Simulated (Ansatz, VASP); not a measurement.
# Ca2P: VASP beside Ansatz

File INCAR:

```
  PREC = Accurate
  ENCUT = 520
  EDIFF = 1E-7
  ISMEAR = 0
  SIGMA = 0.1
  LREAL = False
  LASPH = True
  NELM = 100
  ALGO = Normal
  ISIF = 2
  LWAVE = False
  LCHARG = False
  GGA = PE
  NBANDS = 62
```

Contents of KPOINTS:

```
regular mesh
0
Gamma
  3 3 2
```

Contents of POSCAR:

```
Ca2P
1.0
    7.1317825966      0.0000000000      0.0000000000
   -3.5658912983      6.1763049029      0.0000000000
    0.0000000000      0.0000000000      8.0757838000
Ca P
8 4
Direct
    0.5000000000      0.5000000000      0.0000000000
    0.5000000000      0.5000000000      0.5000000000
    0.0000000000      0.5000000000      0.0000000000
    0.0000000000      0.5000000000      0.5000000000
    0.5000000000      0.0000000000      0.0000000000
    0.5000000000      0.0000000000      0.5000000000
    0.0000000000      0.0000000000      0.2500000000
    0.0000000000      0.0000000000      0.7500000000
    0.3333333333      0.6666666667      0.2500000000
    0.3333333333      0.6666666667      0.7500000000
    0.6666666667      0.3333333333      0.2500000000
    0.6666666667      0.3333333333      0.7500000000
```

Input for Ansatz:

```yaml
crystal:
  lattice:
    - [7.1317825966, 0.0, 0.0]
    - [-3.5658912983, 6.1763049029, 0.0]
    - [0.0, 0.0, 8.0757838]
  atoms:
    - { symbol: Ca, position: [0.5, 0.5, 0.0] }
    - { symbol: Ca, position: [0.5, 0.5, 0.5] }
    - { symbol: Ca, position: [0.0, 0.5, 0.0] }
    - { symbol: Ca, position: [0.0, 0.5, 0.5] }
    - { symbol: Ca, position: [0.5, 0.0, 0.0] }
    - { symbol: Ca, position: [0.5, 0.0, 0.5] }
    - { symbol: Ca, position: [0.0, 0.0, 0.25] }
    - { symbol: Ca, position: [0.0, 0.0, 0.75] }
    - { symbol: P, position: [0.3333333333, 0.6666666667, 0.25] }
    - { symbol: P, position: [0.3333333333, 0.6666666667, 0.75] }
    - { symbol: P, position: [0.6666666667, 0.3333333333, 0.25] }
    - { symbol: P, position: [0.6666666667, 0.3333333333, 0.75] }
basis:
  ecutwfc: 420
kpoints:
  mp_grid: { grid: [3, 3, 2] }
hamiltonian:
  xc: pbe
scf:
  occupations: { method: gaussian, width: 0.1 }
  lower_state_search: "off"
output:
  forces: true
  stress: true
  eigenvalues: true
```

Alike in both runs: task single point; functional PBE; k mesh 3 × 3 × 2; occupations gaussian, width 0.1 eV; no spin polarisation.

|  | VASP | Ansatz |
| --- | --- | --- |
| version | VASP 6.6.1 | Ansatz 0.2.0 |
| potentials or method | VASP PAW PBE potentials, release 64 (Ca_sv, P), cutoff 520 eV | scalar-relativistic, plane waves, PAW |
| valence electrons in the cell | 100 | 100 |

Ansatz gave:

```
gap on the k mesh at the Fermi level (eV)                     : 0.51
least direct gap on the mesh (eV)                             : 0.52
pressure (GPa)                                                : 0.0
traceless stress, the component that is largest in VASP (GPa) : 0.16
```

Which values does VASP return?

gap on the k mesh at the Fermi level (eV): 0.51; least direct gap on the mesh (eV): 0.51; pressure (GPa): 0.1; traceless stress, the component that is largest in VASP (GPa): 0.21.
